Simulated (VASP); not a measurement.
# Co (Fm-3m) in VASP: notebook

Co is run at these levels: PBE; tasks: single point.

Program: VASP 6.6.1. These are calculated values, not measurements. Logs are shortened: lines on timing, memory, paths and dates and some standing lists are left out, and cuts for length are marked.

### Step 1. The cell of the first run

The structure is cubic, space group Fm-3m (No. 225). The conventional cell has a = 3.602 Å, b = 3.602 Å, c = 3.602 Å, α = 90.00°, β = 90.00°, γ = 90.00°. Within 3.4 Å of Co (site symmetry m-3m) lie 12 Co at 2.55 Å.

### Step 2. Single point, PBE, collinear spin, zero start

Contents of INCAR:

```
SYSTEM = Co
ALGO = Normal ; EDIFF = 1E-6
ENCUT = 520 ; GGA = PE
ISIF = 2 ; ISMEAR = 0
ISPIN = 2 ; LASPH = .TRUE.
LCHARG = .TRUE. ; LELF = .TRUE.
LMAXMIX = 4 ; LORBIT = 11
LREAL = .FALSE. ; LVHAR = .TRUE.
LWAVE = .FALSE. ; MAGMOM = 0
NBANDS = 14 ; NELM = 150
NUPDOWN = 0.0 ; PREC = Accurate
SIGMA = 0.1
```

Contents of KPOINTS:

```
k-points
0
G
  11 11 11
  0 0 0
```

Contents of POSCAR:

```
Co
1.0
    0.0000000000      1.8011500000      1.8011500000
    1.8011500000      0.0000000000      1.8011500000
    1.8011500000      1.8011500000      0.0000000000
Co
1
Direct
    0.0000000000      0.0000000000      0.0000000000
```

Potentials or basis: VASP PAW PBE potentials, release 64 (Co).

Run with:

```bash
> cat potpaw_PBE.64/Co/POTCAR > POTCAR
> mpirun -np 1 vasp_std > vasp.out
```

OUTCAR:

```text
SYSTEM = Co
   EDIFF = 1E-6
   ENCUT = 520
   GGA = PE
   ISIF = 2
   ISMEAR = 0
   ISPIN = 2
   LASPH = .TRUE.
   LORBIT = 11
   LREAL = .FALSE.
   NELM = 150
   NUPDOWN = 0.0
   PREC = Accurate

 ion  position               nearest neighbor table
   1  0.000  0.000  0.000-

  LATTYP: Found a face centered cubic cell.
 ALAT       =     3.6023000000

  Lattice vectors:

 A1 = (   0.0000000000,   1.8011500000,   1.8011500000)
 A2 = (   1.8011500000,   0.0000000000,   1.8011500000)
 A3 = (   1.8011500000,   1.8011500000,   0.0000000000)

Analysis of symmetry for initial positions (statically):
=====================================================================
 Subroutine PRICEL returns:
 Original cell was already a primitive cell.

 Routine SETGRP: Setting up the symmetry group for a
 face centered cubic supercell.

 Subroutine GETGRP returns: Found 48 space group operations
 (whereof 48 operations were pure point group operations)
 out of a pool of 48 trial point group operations.

The static configuration has the point symmetry O_h .

Analysis of symmetry for dynamics (positions and initial velocities):
=====================================================================
 Subroutine PRICEL returns:
 Original cell was already a primitive cell.

 Routine SETGRP: Setting up the symmetry group for a
 face centered cubic supercell.

 Subroutine GETGRP returns: Found 48 space group operations
 (whereof 48 operations were pure point group operations)
 out of a pool of 48 trial point group operations.

The dynamic configuration has the point symmetry O_h .

Analysis of structural, dynamic, and magnetic symmetry:
=====================================================================
 Subroutine PRICEL returns:
 Original cell was already a primitive cell.

 Routine SETGRP: Setting up the symmetry group for a
 face centered cubic supercell.

 Subroutine GETGRP returns: Found 48 space group operations
 (whereof 48 operations were pure point group operations)
 out of a pool of 48 trial point group operations.

The overall configuration has the point symmetry O_h .

 Subroutine INISYM returns: Found 48 space group operations
 (whereof 48 operations are pure point group operations),
 and found     1 'primitive' translations

----------------------------------------------------------------------------------------

                                     Primitive cell

  volume of cell :      11.6864

  direct lattice vectors                    reciprocal lattice vectors
     0.000000000  1.801150000  1.801150000    -0.277600422  0.277600422  0.277600422
     1.801150000  0.000000000  1.801150000     0.277600422 -0.277600422  0.277600422
     1.801150000  1.801150000  0.000000000     0.277600422  0.277600422 -0.277600422

  length of vectors
     2.547210758  2.547210758  2.547210758     0.480818035  0.480818035  0.480818035

  position of ions in fractional coordinates (direct lattice)
     0.000000000  0.000000000  0.000000000

  ion indices of the primitive-cell ions
   primitive index   ion index
                 1           1

----------------------------------------------------------------------------------------

 KPOINTS: k-points

Automatic generation of k-mesh.
 Grid dimensions read from file:
 generate k-points for:   11   11   11

 Generating k-lattice:

  Cartesian coordinates                     Fractional coordinates (reciprocal lattice)
    -0.025236402  0.025236402  0.025236402     0.090909091  0.000000000  0.000000000
     0.025236402 -0.025236402  0.025236402     0.000000000  0.090909091  0.000000000
     0.025236402  0.025236402 -0.025236402     0.000000000  0.000000000  0.090909091

  Length of vectors
     0.043710730  0.043710730  0.043710730

  Shift w.r.t. Gamma in fractional coordinates (k-lattice)
     0.000000000  0.000000000  0.000000000

 Subroutine IBZKPT returns following result:
 ===========================================

 Found     56 irreducible k-points:

 Following reciprocal coordinates:
            Coordinates               Weight
  0.000000  0.000000  0.000000      1.000000
  0.090909  0.000000  0.000000      8.000000
  0.181818  0.000000  0.000000      8.000000
  0.272727  0.000000  0.000000      8.000000
  0.363636  0.000000  0.000000      8.000000
  0.454545  0.000000  0.000000      8.000000
[... 16 lines left out ...]
 -0.272727  0.181818  0.000000     24.000000
 -0.181818  0.181818  0.000000     12.000000
 [... further k-points ...]
   k-points           NKPTS =     56   k-points in BZ     NKDIM =     56   number of bands    NBANDS=     14
   number of dos      NEDOS =    301   number of ions     NIONS =      1
   total plane-waves  NPLWV =   8000
   dimension x,y,z NGX =    20 NGY =   20 NGZ =   20
   dimension x,y,z NGXF=    40 NGYF=   40 NGZF=   40
   ions per type =               1
   NGX,Y,Z   is equivalent  to a cutoff of  13.05, 13.05, 13.05 a.u.
   NGXF,Y,Z  is equivalent  to a cutoff of  26.11, 26.11, 26.11 a.u.
 SYSTEM =  Co
   PREC   = accura    normal or accurate (medium, high low for compatibility)
   ISTART =      0    job   : 0-new  1-cont  2-samecut
   ICHARG =      2    charge: 1-file 2-atom 10-const
   ISPIN  =      2    spin polarized calculation?
   LNONCOLLINEAR =      F non collinear calculations
   LSORBIT =      F    spin-orbit coupling
   LASPH  =      T    aspherical Exc in radial PAW
   ENCUT  =  520.0 eV  38.22 Ry    6.18 a.u.   4.74  4.74  4.74*2*pi/ulx,y,z
   NELM   =    150;   NELMIN=  2; NELMDL= -5     # of ELM steps
   EDIFF  = 0.1E-05   stopping-criterion for ELM
   LREAL  =      F    real-space projection
   EDIFFG = 0.1E-04   stopping-criterion for IOM
   NSW    =      0    number of steps for IOM
   IBRION =     -1    ionic relax: 0-MD 1-quasi-New 2-CG
   NFREE  =      0    steps in history (QN), initial steepest desc. (CG)
   ISIF   =      2    stress and relaxation
   ISYM   =      2    0-nonsym 1-usesym 2-fastsym
   POTIM  = 0.5000    time-step for ionic-motion
   TEBEG  =    0.0;   TEEND  =   0.0 temperature during run
   PSTRESS=    0.0 pullay stress
   NELECT =       9.0000    total number of electrons
   NUPDOWN=       0.0000    fix difference up-down
   EMIN   =  10.00;   EMAX   =-10.00  energy-range for DOS
   EFERMI =   0.00;   METHOD = LEGACY
   ISMEAR =     0;   SIGMA  =   0.10  broadening in eV -4-tet -1-fermi 0-gaus
   EFERMI_NEDOS =   21; number of points for ismear=-14 and -15
   IALGO  =     38    algorithm
   IMIX   =      4    mixing-type and parameters
     AMIX     =   0.40;   BMIX     =  1.00
     AMIX_MAG =   1.60;   BMIX_MAG =  1.00
  volume/ion in A,a.u.               =      11.69        78.86
  Fermi-wavevector in a.u.,A,eV,Ry     =   1.500591  2.835707 30.637253  2.251775
  Thomas-Fermi vector in A             =   2.612072
   LORBIT       =     11    0 simple, 1 ext, 2 COOP (PROOUT), +10 PAW based schemes
   GGA     = PE    functional components
   LHFCALC =     F    Hartree Fock is set to
   AEXX    =    0.0000 exact exchange contribution
   IVDW    =     0    specifies the selected vdW correction
   LEPSILON=     F    determine dielectric tensor
   LRPA    =     F    only Hartree local field effects (RPA)
 spin polarized calculation
 Gauss-broadening in eV      SIGMA  =   0.10
  energy-cutoff  :      520.00
  volume of cell :       11.69
 maximum number of plane-waves:       331
   NGX =  9   NGY =  9   NGZ =  9

 number of electron       9.0000004 magnetization      -0.0000000

 number of electron       9.0000004 magnetization       0.0000000

 Free energy of the ion-electron system (eV)
  ---------------------------------------------------
  ext. energy  EPLUGINS =         0.00000000
  ---------------------------------------------------
  free energy    TOTEN  =        -6.71900708 eV

  energy without entropy =       -6.70295338  energy(sigma->0) =       -6.71098023

 E-fermi :   9.0271     XC(G=0): -12.9899

 val. band max:        9.0261506343   @ k =   0.4545   0.3636   0.0909
 cond. band min:       9.0286225631   @ k =   0.3636   0.3636   0.0000
 fundamental gap:      0.0024719288
 Fermi energy:         9.0270857135

 spin component 1

 k-point     1 :       0.0000    0.0000    0.0000
  band No.  band energies     occupation
      1       0.7470      1.00000
      2       7.4305      1.00000
      3       7.4305      1.00000
      4       7.4305      1.00000
      5       8.5493      1.00000
      6       8.5493      1.00000
      7      31.5527      0.00000
      8      35.6090      0.00000
      9      35.6090      0.00000
     10      35.6090      0.00000
     11      38.5387      0.00000
     12      38.5387      0.00000
     13      38.5387      0.00000
     14      41.0775      0.00000

 k-point     2 :       0.0909    0.0000    0.0000
  band No.  band energies     occupation
      1       1.0566      1.00000
      2       7.3424      1.00000
      3       7.5015      1.00000
      4       7.5015      1.00000
      5       8.5201      1.00000
      6       8.5201      1.00000
      7      30.5156      0.00000
      8      33.1465      0.00000
      9      35.0653      0.00000
     10      35.0653      0.00000
     11      39.3726      0.00000
     12      39.3726      0.00000
     13      39.4611      0.00000
     14      43.7979      0.00000
[... 343 lines left out ...]
      1       4.8901      1.00000
      2       6.8007      1.00000
      3       7.2044      1.00000
      4       7.9227      1.00000
      5       8.5261      1.00000
      6      10.1328      0.00000
      7      20.4290      0.00000
      8      24.2801      0.00000
      9      32.4059      0.00000
     10      32.7299      0.00000
     11      38.7176      0.00000
     12      39.7762      0.00000
     13      44.1863      0.00000
     14      46.3222      0.00000

 k-point    24 :      -0.1818    0.1818    0.0000
  band No.  band energies     occupation
      1       3.6981      1.00000
      2       6.7884      1.00000
      3       7.4851      1.00000
      4       8.0810      1.00000
      5       8.0994      1.00000
      6       9.3551      0.00000
      7      24.1904      0.00000
      8      24.9072      0.00000
      9      34.0718      0.00000
     10      35.2254      0.00000
     11      36.8785      0.00000
     12      39.9124      0.00000
     13      40.8169      0.00000
     14      45.5629      0.00000

 [... further k-points ...]

 spin component 2

 k-point     1 :       0.0000    0.0000    0.0000
  band No.  band energies     occupation
      1       0.7470      1.00000
      2       7.4305      1.00000
      3       7.4305      1.00000
      4       7.4305      1.00000
      5       8.5493      1.00000
      6       8.5493      1.00000
      7      31.5527      0.00000
      8      35.6090      0.00000
      9      35.6090      0.00000
     10      35.6090      0.00000
     11      38.5387      0.00000
     12      38.5387      0.00000
     13      38.5387      0.00000
     14      41.0775      0.00000

 k-point     2 :       0.0909    0.0000    0.0000
  band No.  band energies     occupation
      1       1.0566      1.00000
      2       7.3424      1.00000
      3       7.5015      1.00000
      4       7.5015      1.00000
      5       8.5201      1.00000
      6       8.5201      1.00000
      7      30.5156      0.00000
      8      33.1465      0.00000
      9      35.0653      0.00000
     10      35.0653      0.00000
     11      39.3726      0.00000
     12      39.3726      0.00000
     13      39.4611      0.00000
     14      43.7979      0.00000
[... 343 lines left out ...]
      1       4.8901      1.00000
      2       6.8007      1.00000
      3       7.2045      1.00000
      4       7.9227      1.00000
      5       8.5261      1.00000
      6      10.1328      0.00000
      7      20.4290      0.00000
      8      24.2801      0.00000
      9      32.4058      0.00000
     10      32.7299      0.00000
     11      38.7176      0.00000
     12      39.7762      0.00000
     13      44.1863      0.00000
     14      46.3221      0.00000

 k-point    24 :      -0.1818    0.1818    0.0000
  band No.  band energies     occupation
      1       3.6981      1.00000
      2       6.7884      1.00000
      3       7.4851      1.00000
      4       8.0810      1.00000
      5       8.0994      1.00000
      6       9.3551      0.00000
      7      24.1904      0.00000
      8      24.9072      0.00000
      9      34.0718      0.00000
     10      35.2254      0.00000
     11      36.8785      0.00000
     12      39.9124      0.00000
     13      40.8169      0.00000
     14      45.5629      0.00000

 [... further k-points ...]
[... 5 lines left out ...]
  --------------------------------------------------------------------------------------
  -------------------------------------------------------------------------------------
  Total       -1.7410267     -1.7410267     -1.7410267     -0.0000000      0.0000000      0.0000000
  in kB     -238.6911802   -238.6911802   -238.6911802     -0.0000000      0.0000000      0.0000000
  external PRESSURE =    -238.6911802 kB  Pullay stress =       0.0000000 kB

 VOLUME and BASIS-vectors are now :
 -----------------------------------------------------------------------------
  energy-cutoff  :      520.00
  volume of cell :       11.69
      direct lattice vectors                 reciprocal lattice vectors
     0.000000000  1.801150000  1.801150000    -0.277600422  0.277600422  0.277600422
     1.801150000  0.000000000  1.801150000     0.277600422 -0.277600422  0.277600422
     1.801150000  1.801150000  0.000000000     0.277600422  0.277600422 -0.277600422

 POSITION                                       TOTAL-FORCE (eV/Angst)
 -----------------------------------------------------------------------------------
      0.00000      0.00000      0.00000        -0.000000     -0.000000     -0.000000
 -----------------------------------------------------------------------------------
    total drift:                               -0.000000     -0.000000     -0.000000

  FREE ENERGIE OF THE ION-ELECTRON SYSTEM (eV)
  ---------------------------------------------------
  free  energy   TOTEN  =        -6.7190070772 eV

  energy  without entropy=       -6.7029533797  energy(sigma->0) =       -6.71098023

 total charge

# of ion       s       p       d       tot
------------------------------------------
    1        0.451   0.451   7.237   8.139

 magnetization (x)

# of ion       s       p       d       tot
------------------------------------------
    1        0.000  -0.000   0.000   0.000
```

It took 13 s on 1 thread of AMD EPYC 7R13 (Zen 3), shared host; peak memory 0.11 GiB.

What came out:

```
Free energy                                           : -6.7190 eV
Pressure                                              : -23.9 GPa
Net moment                                            : 0.00 μB per cell
Valence electrons inside the program's atomic spheres : Co 8.14
```

Caveat: the total moment is fixed, so each spin has its own Fermi level.

### Step 3. Single point, PBE, collinear spin, ferromagnetic start

Contents of INCAR:

```
SYSTEM = Co
ALGO = Normal ; EDIFF = 1E-7
ENCUT = 520 ; GGA = PE
ISIF = 2 ; ISMEAR = 0
ISPIN = 2 ; LASPH = .TRUE.
LCHARG = .FALSE. ; LMAXMIX = 4
LORBIT = 11 ; LREAL = .FALSE.
LWAVE = .FALSE. ; MAGMOM = 3
NBANDS = 14 ; NELM = 150
PREC = Accurate ; SIGMA = 0.1
```

KPOINTS is that of step 2.

POSCAR is that of step 2.

Potentials or basis: VASP PAW PBE potentials, release 64 (Co).

Run with:

```bash
> cat potpaw_PBE.64/Co/POTCAR > POTCAR
> mpirun -np 1 vasp_std > vasp.out
```

It took 16 s on 1 thread of AMD EPYC 7R13 (Zen 3), shared host; peak memory 0.11 GiB.

The run converged. Its results:

| Property | Result |
| --- | --- |
| Free energy | -6.9810 eV |
| Pressure | -13.7 GPa |
| Net moment | 1.62 μB per cell |
| Site moments | Co +1.65 μB |
| Valence electrons inside the program's atomic spheres | Co 8.14 |

Levels at points of the mesh, in eV from the Fermi level:
Spin up:
| k point | band 2 | band 3 | band 4 | band 5 | band 6 | band 7 | band 8 | band 9 |
| --- | --- | --- | --- | --- | --- | --- | --- | --- |
| (0.00, 0.00, 0.00) | -2.62 | -2.62 | -2.62 | -1.71 | -1.71 | 22.39 | 26.18 | 26.18 |
Spin down:
```tsv
k point	band 2	band 3	band 4	band 5	band 6	band 7
(0.00, 0.00, 0.00)	-1.06	-1.06	-1.06	0.26	0.26	22.03
```

### Step 4. Single point, PBE, collinear spin, ferromagnetic start

Contents of INCAR:

```
SYSTEM = Co
PREC = Accurate
ENCUT = 520
EDIFF = 1E-7
ISMEAR = 0
SIGMA = 0.1
LREAL = .False.
LASPH = .True.
NELM = 150
ALGO = Normal
ISIF = 2
LWAVE = .False.
LCHARG = .True.
ISPIN = 2
MAGMOM = 0.83
LORBIT = 11
NUPDOWN = 0.83
LMAXMIX = 4
GGA = PE
LELF = .True.
LVHAR = .True.
NBANDS = 14
```

Contents of KPOINTS:

```
Automatic mesh
0
Gamma
  11 11 11
  0 0 0
```

POSCAR is that of step 3.

Run with:

```bash
> cat potpaw_PBE.64/Co/POTCAR > POTCAR
> mpirun -np 1 vasp_std > vasp.out
```

Wall time 15 s (1 thread of AMD EPYC 7R13 (Zen 3), shared host); peak memory 0.11 GiB.

The run converged. Its results:

* Free energy: -6.7973 eV
* Pressure: -21.1 GPa
* Net moment: 0.83 μB per cell
* Site moments: Co +0.85 μB
* Valence electrons inside the program's atomic spheres: Co 8.14

Caveat: the total moment is fixed, so each spin has its own Fermi level.

### Step 5. Single point, PBE, collinear spin, ferromagnetic start

Contents of INCAR:

```
SYSTEM = Co
PREC = Accurate
ENCUT = 520
EDIFF = 1E-6
ISMEAR = 0
SIGMA = 0.1
LREAL = .FALSE.
LASPH = .TRUE.
NELM = 150
ALGO = Normal
ISIF = 2
LWAVE = .FALSE.
LCHARG = .TRUE.
ISPIN = 2
MAGMOM = 1.66
LORBIT = 11
NUPDOWN = 1.66
LMAXMIX = 4
GGA = PE
LELF = .TRUE.
LVHAR = .TRUE.
NBANDS = 14
```

Contents of KPOINTS:

```
Automatic mesh
0
G
  11 11 11
  0 0 0
```

POSCAR is that of step 4.

Run with:

```bash
> cat potpaw_PBE.64/Co/POTCAR > POTCAR
> mpirun -np 1 vasp_std > vasp.out
```

It took 14 s on 1 thread of AMD EPYC 7R13 (Zen 3), shared host; peak memory 0.11 GiB.

Results (log left out):

```
Free energy                                           : -6.9805 eV
Pressure                                              : -13.2 GPa
Net moment                                            : 1.66 μB per cell
Site moments                                          : Co +1.69 μB
Valence electrons inside the program's atomic spheres : Co 8.14
```

Caveat: the total moment is fixed, so each spin has its own Fermi level.

### Step 6. Single point, PBE, collinear spin, ferromagnetic start

Contents of INCAR:

```
PREC     = Accurate       # precision mode
ENCUT    = 520            # plane-wave cutoff, eV
EDIFF    = 1E-7           # SCF threshold, eV
ISMEAR   = 0              # smearing method
SIGMA    = 0.1            # smearing width, eV
LREAL    = False          # projectors in reciprocal space
LASPH    = True           # aspherical terms in the spheres
NELM     = 150            # most SCF steps
ALGO     = Normal         # electronic algorithm
ISIF     = 2              # what is computed and relaxed
LWAVE    = False          # write WAVECAR
LCHARG   = False          # write CHGCAR
ISPIN    = 2              # spin polarisation
MAGMOM   = 2.49           # initial moments
LORBIT   = 11             # projections on sites
NUPDOWN  = 2.49           # fixed moment
LMAXMIX  = 4              # l up to which the mixer works
GGA      = PE             # functional
NBANDS   = 14             # bands
```

Contents of KPOINTS:

```
regular mesh
0
Gamma
  11 11 11
```

POSCAR is that of step 5.

Potentials or basis: VASP PAW PBE potentials, release 64 (Co).

Run with:

```bash
> cat potpaw_PBE.64/Co/POTCAR > POTCAR
> mpirun -np 1 vasp_std > vasp.out
```

Wall time 15 s (1 thread of AMD EPYC 7R13 (Zen 3), shared host); peak memory 0.11 GiB.

Results (log left out):

| Property | Result |
| --- | --- |
| Free energy | -6.4401 eV |
| Pressure | 4.0 GPa |
| Net moment | 2.49 μB per cell |
| Site moments | Co +2.42 μB |
| Valence electrons inside the program's atomic spheres | Co 8.10 |

Caveat: the total moment is fixed, so each spin has its own Fermi level.

### Step 7. Summary

| spin | fixed moment (μB) | pressure (GPa) | moment (μB) |
| --- | --- | --- | --- |
| collinear, zero start | 0.0 | -23.9 | 0.00 |
| collinear, ferromagnetic start | - | -13.7 | 1.62 |
| collinear, ferromagnetic start | 0.83 | -21.1 | 0.83 |
| collinear, ferromagnetic start | 1.66 | -13.2 | 1.66 |
| collinear, ferromagnetic start | 2.49 | 4.0 | 2.49 |

Alike in all rows: task single point; level PBE; potentials or basis VASP PAW PBE potentials, release 64 (Co); cell as given; k mesh 11 × 11 × 11; cutoff (eV) 520; smearing gaussian 0.1 eV.

Caveats: the total moment is fixed, so each spin has its own Fermi level (some runs).

Total energies depend on the potentials used, so only differences within one code and one set of settings carry meaning.
